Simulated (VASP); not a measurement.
# BN in VASP: notebook, part 2 of 2

VASP 6.6.1. The steps go on from the part before.

## (3) G0W0 quasiparticle levels, PBE

This run uses another cell than the first one, of 5.40 Å³/atom.

Contents of POSCAR:

```
BN
1.0
    0.0174582595      1.7632842110      1.7632842110
    1.7632842110      0.0174582595      1.7632842110
    1.7632842110      1.7632842110      0.0174582595
B N
1 1
Direct
    0.0000000000      0.0000000000      0.0000000000
    0.5000000000      0.5000000000      0.5000000000
```

Contents of INCAR.step1:

```
  PREC = Accurate
  ENCUT = 500
  EDIFF = 1E-8
  ISMEAR = 0
  SIGMA = 0.01
  LREAL = False
  LASPH = True
  NELM = 100
  ALGO = Normal
  LWAVE = True
  LCHARG = False
  GGA = PE
```

Contents of INCAR.step2:

```
  PREC = Accurate
  ENCUT = 500
  EDIFF = 1E-8
  ISMEAR = 0
  SIGMA = 0.01
  LREAL = False
  LASPH = True
  NELM = 1
  ALGO = Exact
  LWAVE = True
  LCHARG = False
  GGA = PE
  NBANDS = 49
  LOPTICS = True
  ISTART = 1
```

Contents of INCAR.step3:

```
  PREC = Accurate
  ENCUT = 500
  EDIFF = 1E-8
  ISMEAR = 0
  SIGMA = 0.01
  LREAL = False
  LASPH = True
  ALGO = EVGW0
  LWAVE = False
  LCHARG = False
  GGA = PE
  NELMGW = 1
  NBANDS = 49
  ENCUTGW = 150.0
  NOMEGA = 96
  PRECFOCK = Fast
  ISTART = 1
  NBANDSGW = 12
  OMEGAMAX = 20
```

Contents of KPOINTS:

```
regular mesh
0
Gamma
  8 8 8
```

Potentials or basis: VASP PAW PBE potentials, release 64 (B_GW, N_GW).

Command:

```console
$ cat potpaw_PBE.64/B_GW/POTCAR potpaw_PBE.64/N_GW/POTCAR > POTCAR
$ cp INCAR.step1 INCAR
$ mpirun -np 1 vasp_std > vasp.out
$ cp INCAR.step2 INCAR
$ mpirun -np 1 vasp_std > vasp.out
$ cp INCAR.step3 INCAR
$ mpirun -np 1 vasp_std > vasp.out
```

OUTCAR:

```text
PREC = Accurate
   ENCUT = 500
   EDIFF = 1E-8
   ISMEAR = 0
   LREAL = False
   LASPH = True
   GGA = PE
   NELMGW = 1
   ENCUTGW = 150.0
   PRECFOCK = Fast
   ISTART = 1

 ion  position               nearest neighbor table
   1  0.000  0.000  0.000-   2 1.75   2 1.75   2 1.75   2 1.75   2 1.75   2 1.75
   2  0.500  0.500  0.500-   1 1.75   1 1.75   1 1.75   1 1.75   1 1.75   1 1.75

  LATTYP: Found a trigonal (rhomboedric) cell.
 ALAT       =     2.4937215579
 COS(alpha) =     0.5098759986

  Lattice vectors:

 A1 = (   0.0174582595,   1.7632842110,   1.7632842110)
 A2 = (   1.7632842110,   0.0174582595,   1.7632842110)
 A3 = (   1.7632842110,   1.7632842110,   0.0174582595)

Analysis of symmetry for initial positions (statically):
=====================================================================
 Subroutine PRICEL returns:
 Original cell was already a primitive cell.

 Routine SETGRP: Setting up the symmetry group for a
 trigonal (rhombohedral) supercell.

 Subroutine GETGRP returns: Found 12 space group operations
 (whereof 12 operations were pure point group operations)
 out of a pool of 12 trial point group operations.

The static configuration has the point symmetry D_3d.

Analysis of symmetry for dynamics (positions and initial velocities):
=====================================================================
 Subroutine PRICEL returns:
 Original cell was already a primitive cell.

 Routine SETGRP: Setting up the symmetry group for a
[... 123 lines left out ...]
   IALGO  =     38    algorithm
   IMIX   =      4    mixing-type and parameters
     AMIX     =   0.40;   BMIX     =  1.00
     AMIX_MAG =   1.60;   BMIX_MAG =  1.00
  volume/ion in A,a.u.               =       5.40        36.45
  Fermi-wavevector in a.u.,A,eV,Ry     =   1.481171  2.799007 29.849380  2.193868
  Thomas-Fermi vector in A             =   2.595114
   LORBIT       =      0    0 simple, 1 ext, 2 COOP (PROOUT), +10 PAW based schemes
   GGA     = PE    functional components
   LHFCALC =     T    Hartree Fock is set to
   PRECFOCK=fast      Normal, Fast or Accurate (Low or Medium for compatibility)
   ENCUT4O =  -1.0   cutoff for four orbital integrals eV
   NKREDX  =     1    reduce k-point grid by
   NKREDY  =     1    reduce k-point grid by
   NKREDZ  =     1    reduce k-point grid by
   AEXX    =    1.0000 exact exchange contribution
   HFSCREEN=    0.0000 screening length (either q_TF or 0.3 A-1)
   HFSCREENC=   0.0000 screening length for correlation (either q_TF or 0.3 A-1)
   ENCUTFOCK=  -1.0 apply spherical cutoff to Coloumb kernel
   IVDW    =     0    specifies the selected vdW correction
   LEPSILON=     F    determine dielectric tensor
   LRPA    =     F    only Hartree local field effects (RPA)
   LRPAFORCE           =     F    calculate RPA forces
   ENCUTGW             = 150.0    cutoff for response function in eV
   ENCUTGWSOFT         = 120.0    soft cutoff for Coulomb kernel in GW response function in eV
   ENCUTLF             =  -1.0    cutoff for local field effects
   NELMGW              =     1    number of iterations in solving QP/BSE equation
   NELMHF              =     1    number of iterations in the inner HF iteration
   NKREDLFX            =     1    NKREDLFY  =   1   NKREDLFZ  =   1
 non-spin polarized calculation
 Gauss-broadening in eV      SIGMA  =   0.01
  energy-cutoff  :      500.00
  volume of cell :       10.80
 maximum number of plane-waves:       290
  NGX = 12; NGY = 12; NGZ = 12
   NGX =  9   NGY =  9   NGZ =  9
 maximum number of plane-waves:        59
 NGX is ok and might be reduce to    10

 QP shifts <psi_nk| G(iteration)W_0 |psi_nk>: iteration 1
 for sc-GW calculations column KS-energies equals QP-energies in previous step
 and V_xc(KS)=  KS-energies - (<T + V_ion + V_H > + <T+V_H+V_ion>^1  + <V_x>^1)

 k-point   1 :       0.0000    0.0000    0.0000
  band No.  KS-energies  QP-energies   sigma(KS)   V_xc(KS)     V^pw_x(r,r')   Z            occupation Imag(sigma)

      1     -12.0457     -13.3182     -17.0116     -15.3198     -26.3702       0.7521       2.0000       1.8518
      2       9.1504       8.8634     -17.8932     -17.5313     -20.8263       0.7931       2.0000       0.0384
      3       9.5063       9.2363     -17.9831     -17.6430     -20.9191       0.7939       2.0000       0.0380
      4       9.5063       9.2363     -17.9831     -17.6430     -20.9191       0.7939       2.0000       0.0380
      5      19.1477      19.9003     -15.9191     -16.8944      -9.6414       0.7717       0.0000      -0.1260
      6      22.1569      23.0825     -13.4882     -14.7150      -5.6070       0.7545       0.0000      -0.2812
      7      22.1569      23.0825     -13.4882     -14.7150      -5.6070       0.7545       0.0000      -0.2812
      8      22.2618      23.2016     -13.5535     -14.7990      -5.6571       0.7546       0.0000      -0.2809
      9      28.3694      28.9292     -12.1537     -12.8309      -5.9489       0.8265       0.0000      -0.2629
     10      28.9875      29.5540     -12.1596     -12.8424      -5.8931       0.8296       0.0000      -0.2966
     11      28.9875      29.5540     -12.1596     -12.8424      -5.8931       0.8296       0.0000      -0.2966
     12      34.3490      34.6515     -10.4778     -10.8531      -2.9789       0.8061       0.0000      -0.4448
[... 356 lines left out ...]
      1      -9.3802     -10.4737     -17.1146     -15.6470     -25.8987       0.7451       2.0000       1.4811
      2       2.9082       2.2217     -16.9276     -16.0278     -21.6773       0.7629       2.0000       0.1770
      3       6.4272       5.9462     -17.0704     -16.4558     -20.4513       0.7826       2.0000       0.0546
      4      10.2344      10.0783     -18.5957     -18.4008     -21.1659       0.8011       2.0000       0.0321
      5      16.3997      17.1601     -12.3999     -13.3564      -6.5576       0.7950       0.0000      -0.0669
      6      17.5731      18.3611     -13.3334     -14.3272      -7.3918       0.7929       0.0000      -0.0760
      7      20.3567      21.2929     -14.9439     -16.1508      -8.4544       0.7757       0.0000      -0.1377
      8      23.2188      24.2046     -15.5202     -16.8291      -7.7643       0.7531       0.0000      -0.3282
      9      28.7784      29.3034     -11.8499     -12.5054      -4.4893       0.8010       0.0000      -0.4782
     10      33.0858      33.6950     -12.2000     -12.9367      -5.2664       0.8271       0.0000      -0.5547
     11      37.5861      38.2646     -12.6787     -13.5130      -4.7304       0.8134       0.0000      -1.0320
     12      42.0044      42.7545     -12.0834     -12.9635      -3.3019       0.8522       0.0000      -1.7922

 [... further k-points ...]
```

Run time: 9.4 min. Hardware: 1 thread of Intel Xeon 6975P-C (Granite Rapids), shared host; peak memory 0.56 GiB.

What came out:

```
Quasiparticle gap                                   : 1.56 eV
Least direct quasiparticle gap                      : 6.54 eV
Band gap of the starting levels on the mesh         : 1.11 eV
Least direct gap of the starting levels on the mesh : 5.61 eV
```

Caveat: the k points lie up to 0.39 Å⁻¹ apart; the cutoff is under 1.25 times the usual one of these potentials, so pressure, stress and relaxed cells hold a basis-set (Pulay) error; bands, screening cutoff and mesh are small and nothing is extrapolated, so the quasiparticle values aren't converged; the structure was generated, so it needn't be the stable form of BN.

## (4) G0W0 quasiparticle levels, PBE

This run uses another cell than the first one, of 5.41 Å³/atom.

Contents of POSCAR:

```
BN
1.0
    0.0000000000      1.7807424705      1.7056900167
    1.7807424705      0.0000000000      1.7056900167
    1.7807424705      1.7807424705      0.0000000000
B N
1 1
Direct
    0.0000000000      0.0000000000      0.0000000000
    0.5000000000      0.5000000000      0.5000000000
```

Contents of INCAR.step1:

```
SYSTEM = BN
PREC     = Accurate       ! precision mode
ENCUT    = 500            ! plane-wave cutoff, eV
EDIFF    = 1E-8           ! SCF threshold, eV
ISMEAR   = 0              ! smearing method
SIGMA    = 0.01           ! smearing width, eV
LREAL    = .False.        ! projectors in reciprocal space
LASPH    = .True.         ! aspherical terms in the spheres
NELM     = 80             ! most SCF steps
ALGO     = Normal         ! electronic algorithm
LWAVE    = .True.         ! write WAVECAR
LCHARG   = .False.        ! write CHGCAR
GGA      = PE             ! functional
```

Contents of INCAR.step2:

```
SYSTEM = BN
PREC     = Accurate       ! precision mode
ENCUT    = 500            ! plane-wave cutoff, eV
EDIFF    = 1E-8           ! SCF threshold, eV
ISMEAR   = 0              ! smearing method
SIGMA    = 0.01           ! smearing width, eV
LREAL    = .False.        ! projectors in reciprocal space
LASPH    = .True.         ! aspherical terms in the spheres
NELM     = 1              ! most SCF steps
ALGO     = Exact          ! electronic algorithm
LWAVE    = .True.         ! write WAVECAR
LCHARG   = .False.        ! write CHGCAR
GGA      = PE             ! functional
NBANDS   = 49             ! bands
LOPTICS  = .True.         ! frequency-dependent dielectric function
ISTART   = 1
```

Contents of INCAR.step3:

```
SYSTEM = BN
PREC     = Accurate       ! precision mode
ENCUT    = 500            ! plane-wave cutoff, eV
EDIFF    = 1E-8           ! SCF threshold, eV
ISMEAR   = 0              ! smearing method
SIGMA    = 0.01           ! smearing width, eV
LREAL    = .False.        ! projectors in reciprocal space
LASPH    = .True.         ! aspherical terms in the spheres
ALGO     = EVGW0          ! electronic algorithm
LWAVE    = .False.        ! write WAVECAR
LCHARG   = .False.        ! write CHGCAR
GGA      = PE             ! functional
NELMGW   = 1            
NBANDS   = 49             ! bands
ENCUTGW  = 150.0          ! cutoff of the response function
NOMEGA   = 96             ! frequency points
PRECFOCK = Fast         
ISTART   = 1            
NBANDSGW = 12           
OMEGAMAX = 20
```

Contents of KPOINTS:

```
regular mesh
0
Gamma
  8 8 8
  0 0 0
```

Potentials or basis: VASP PAW PBE potentials, release 64 (B_GW, N_GW).

Command:

```console
$ cat potpaw_PBE.64/B_GW/POTCAR potpaw_PBE.64/N_GW/POTCAR > POTCAR
$ cp INCAR.step1 INCAR
$ mpirun -np 1 vasp_std > vasp.out
$ cp INCAR.step2 INCAR
$ mpirun -np 1 vasp_std > vasp.out
$ cp INCAR.step3 INCAR
$ mpirun -np 1 vasp_std > vasp.out
```

OUTCAR:

```text
SYSTEM = BN
   PREC = Accurate
   ENCUT = 500
   EDIFF = 1E-8
   ISMEAR = 0
   LREAL = .False.
   LASPH = .True.
   GGA = PE
   NELMGW = 1
   ENCUTGW = 150.0
   PRECFOCK = Fast
   ISTART = 1

 ion  position               nearest neighbor table
   1  0.000  0.000  0.000-   2 1.71   2 1.71   2 1.78   2 1.78   2 1.78   2 1.78
   2  0.500  0.500  0.500-   1 1.71   1 1.71   1 1.78   1 1.78   1 1.78   1 1.78

  LATTYP: Found a body centered tetragonal cell.
 ALAT       =     2.5183501529
 C/A-ratio  =     1.3546090997

  Lattice vectors:

 A1 = (   0.0000000000,  -1.7807424705,  -1.7056900167)
 A2 = (   0.0000000000,   1.7807424705,  -1.7056900167)
 A3 = (   1.7807424705,   0.0000000000,   1.7056900167)

Analysis of symmetry for initial positions (statically):
=====================================================================
 Subroutine PRICEL returns:
 Original cell was already a primitive cell.

 Routine SETGRP: Setting up the symmetry group for a
 body centered tetragonal supercell.

 Subroutine GETGRP returns: Found 16 space group operations
 (whereof 16 operations were pure point group operations)
 out of a pool of 16 trial point group operations.

The static configuration has the point symmetry D_4h.

Analysis of symmetry for dynamics (positions and initial velocities):
=====================================================================
 Subroutine PRICEL returns:
 Original cell was already a primitive cell.

[... 123 lines left out ...]
   EFERMI_NEDOS =   21; number of points for ismear=-14 and -15
   IALGO  =     38    algorithm
   IMIX   =      4    mixing-type and parameters
     AMIX     =   0.40;   BMIX     =  1.00
     AMIX_MAG =   1.60;   BMIX_MAG =  1.00
  volume/ion in A,a.u.               =       5.41        36.50
  Fermi-wavevector in a.u.,A,eV,Ry     =   1.480451  2.797647 29.820369  2.191735
  Thomas-Fermi vector in A             =   2.594484
   LORBIT       =      0    0 simple, 1 ext, 2 COOP (PROOUT), +10 PAW based schemes
   GGA     = PE    functional components
   LHFCALC =     T    Hartree Fock is set to
   PRECFOCK=fast      Normal, Fast or Accurate (Low or Medium for compatibility)
   ENCUT4O =  -1.0   cutoff for four orbital integrals eV
   NKREDX  =     1    reduce k-point grid by
   NKREDY  =     1    reduce k-point grid by
   NKREDZ  =     1    reduce k-point grid by
   AEXX    =    1.0000 exact exchange contribution
   HFSCREEN=    0.0000 screening length (either q_TF or 0.3 A-1)
   HFSCREENC=   0.0000 screening length for correlation (either q_TF or 0.3 A-1)
   ENCUTFOCK=  -1.0 apply spherical cutoff to Coloumb kernel
   IVDW    =     0    specifies the selected vdW correction
   LEPSILON=     F    determine dielectric tensor
   LRPA    =     F    only Hartree local field effects (RPA)
   LRPAFORCE           =     F    calculate RPA forces
   ENCUTGW             = 150.0    cutoff for response function in eV
   ENCUTGWSOFT         = 120.0    soft cutoff for Coulomb kernel in GW response function in eV
   ENCUTLF             =  -1.0    cutoff for local field effects
   NELMGW              =     1    number of iterations in solving QP/BSE equation
   NELMHF              =     1    number of iterations in the inner HF iteration
   NKREDLFX            =     1    NKREDLFY  =   1   NKREDLFZ  =   1
 non-spin polarized calculation
 Gauss-broadening in eV      SIGMA  =   0.01
  energy-cutoff  :      500.00
  volume of cell :       10.82
 maximum number of plane-waves:       284
 NGX is ok and might be reduce to    18
  NGX = 12; NGY = 12; NGZ = 12
   NGX =  9   NGY =  9   NGZ =  9
 maximum number of plane-waves:        59

 QP shifts <psi_nk| G(iteration)W_0 |psi_nk>: iteration 1
 for sc-GW calculations column KS-energies equals QP-energies in previous step
 and V_xc(KS)=  KS-energies - (<T + V_ion + V_H > + <T+V_H+V_ion>^1  + <V_x>^1)

 k-point   1 :       0.0000    0.0000    0.0000
  band No.  KS-energies  QP-energies   sigma(KS)   V_xc(KS)     V^pw_x(r,r')   Z            occupation Imag(sigma)

      1     -12.0548     -13.3292     -17.0200     -15.3207     -26.3691       0.7500       2.0000       1.8455
      2       8.6895       8.3578     -17.9500     -17.5306     -21.0745       0.7906       2.0000       0.0597
      3       9.7023       9.4464     -17.9928     -17.6705     -20.8236       0.7943       2.0000       0.0553
      4       9.7023       9.4464     -17.9928     -17.6705     -20.8236       0.7943       2.0000       0.0553
      5      19.1254      19.8676     -15.9169     -16.8880      -9.6425       0.7644       0.0000      -0.1224
      6      21.3986      22.2788     -13.3398     -14.5075      -5.5643       0.7538       0.0000      -0.2311
      7      21.3986      22.2788     -13.3398     -14.5075      -5.5643       0.7538       0.0000      -0.2311
      8      23.7461      24.7702     -13.8023     -15.1595      -5.6850       0.7547       0.0000      -0.3244
      9      28.5493      29.1114     -12.2232     -12.9012      -5.9923       0.8290       0.0000      -0.2636
     10      28.5493      29.1114     -12.2232     -12.9012      -5.9923       0.8290       0.0000      -0.2636
     11      29.2174      29.7569     -12.0269     -12.6774      -5.7173       0.8293       0.0000      -0.3196
     12      34.3398      34.6280     -10.4833     -10.8418      -2.9738       0.8038       0.0000      -0.4436
[... 356 lines left out ...]
      1      -8.7639      -9.8673     -17.2223     -15.7614     -25.8330       0.7553       2.0000       1.4119
      2       1.5156       0.7694     -16.7010     -15.7183     -21.8172       0.7594       2.0000       0.2507
      3       7.8252       7.4399     -17.4503     -16.9628     -20.4503       0.7903       2.0000       0.0549
      4       8.4092       8.0804     -17.8702     -17.4559     -20.6734       0.7935       2.0000       0.0519
      5      14.9032      15.5381     -12.6924     -13.4831      -7.3625       0.8030       0.0000      -0.0382
      6      18.6649      19.5528     -13.9751     -15.1093      -7.8351       0.7828       0.0000      -0.0839
      7      20.0850      21.0250     -14.3615     -15.5689      -7.9756       0.7785       0.0000      -0.1073
      8      23.8415      24.8168     -15.5960     -16.8971      -7.5704       0.7496       0.0000      -0.3747
      9      27.7569      28.2857     -11.9851     -12.6422      -4.9344       0.8049       0.0000      -0.3667
     10      36.3715      36.9928     -12.4242     -13.1884      -4.6880       0.8130       0.0000      -0.8764
     11      38.7048      39.4495     -12.5058     -13.4114      -4.6639       0.8224       0.0000      -1.0773
     12      41.2572      41.9993     -12.0537     -12.9441      -3.2675       0.8334       0.0000      -1.7041

 [... further k-points ...]
```

OUTCAR.step1:

```text
SYSTEM = BN
   PREC = Accurate
   ENCUT = 500
   EDIFF = 1E-8
   ISMEAR = 0
   LREAL = .False.
   LASPH = .True.
[... 486 lines left out ...]
      0.00000      0.00000      0.00000        -0.000000      0.000000      0.000000
      1.78074      1.78074      1.70569         0.000000     -0.000000     -0.000000
 -----------------------------------------------------------------------------------
    total drift:                               -0.000000     -0.000000     -0.000000

  FREE ENERGIE OF THE ION-ELECTRON SYSTEM (eV)
  ---------------------------------------------------
  free  energy   TOTEN  =       -13.9405649324 eV

  energy  without entropy=      -13.9405649324  energy(sigma->0) =      -13.94056493
```

OUTCAR.step2:

```text
SYSTEM = BN
   PREC = Accurate
   ENCUT = 500
   EDIFF = 1E-8
[... 1015 lines left out ...]
  --------------------------------------------------------------------------------------------------------------
     0.00000     9.86788     9.86788     8.56608     0.00000     0.00000     0.00000
     1.95129    10.52958    10.52958     9.02016     0.00000     0.00000     0.00000
     3.90257    13.57211    13.57211    10.95139     0.00000     0.00000     0.00000
     5.85386    34.66346    34.66346    18.63488     0.00000     0.00000     0.00000
     7.80514    -8.87288    -8.87288    -2.85736     0.00000    -0.00000     0.00000
     9.75643     0.19816     0.19816     3.78113    -0.00000     0.00000     0.00000
[... 92 lines left out ...]
   191.22593     0.97154     0.97154     0.97160     0.00000    -0.00000    -0.00000
   193.17722     0.97215     0.97215     0.97221     0.00000    -0.00000    -0.00000
```

It took 5.2 min on 1 thread of Intel Xeon Platinum 8488C (Sapphire Rapids), shared host; peak memory 0.53 GiB.

What came out:

```yaml
Quasiparticle_gap: 0.93 eV
Least_direct_quasiparticle_gap: 6.25 eV
Band_gap_of_the_starting_levels_on_the_mesh: 0.49 eV
Least_direct_gap_of_the_starting_levels_on_the_mesh: 5.35 eV
```

Caveat: the k points lie up to 0.39 Å⁻¹ apart; the cutoff is under 1.25 times the usual one of these potentials, so pressure, stress and relaxed cells hold a basis-set (Pulay) error; bands, screening cutoff and mesh are small and nothing is extrapolated, so the quasiparticle values aren't converged; the structure was generated, so it needn't be the stable form of BN.
